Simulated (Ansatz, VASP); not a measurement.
## Two plane-wave programs on KMgF3

```
CELL_PARAMETERS angstrom
3.86632 0.00000 0.00000
0.00000 3.86632 0.00000
0.00000 0.00000 4.04569
ATOMIC_POSITIONS crystal
K 0.50000 0.50000 0.50000
Mg 0.00000 0.00000 0.00000
F 0.50000 0.00000 0.00000
F 0.00000 0.50000 0.00000
F 0.00000 0.00000 0.50000
```

Change from the starting cell: strain -0.030 along x and y, +0.015 along z, atoms carried along.

Alike in both runs: task single point; functional PBE; k mesh 6 × 6 × 6; occupations gaussian, width 0.05 eV; no spin polarisation.

```csv
,VASP,Ansatz
version,VASP 6.6.1,Ansatz 0.2.0
potentials or method,"VASP PAW PBE potentials, release 64 (K_sv, Mg, F), cutoff 520 eV","scalar-relativistic, plane waves, PAW"
valence electrons in the cell,32,40
```

```csv
,VASP,Ansatz,Ansatz less VASP
gap on the k mesh at the Fermi level (eV),7.62,7.65,+0.029
least direct gap on the mesh (eV),7.97,8.00,+0.027
pressure (GPa),7.8,8.2,+0.40
"traceless stress, the component that is largest in VASP (GPa)",-3.66,-3.65,+0.013
```

With one functional, cell and mesh, what is left measures potentials, basis and numerics. VASP's potentials hold 32 valence electrons a cell and Ansatz's 40, so a difference there can come from the potentials and not from the codes.
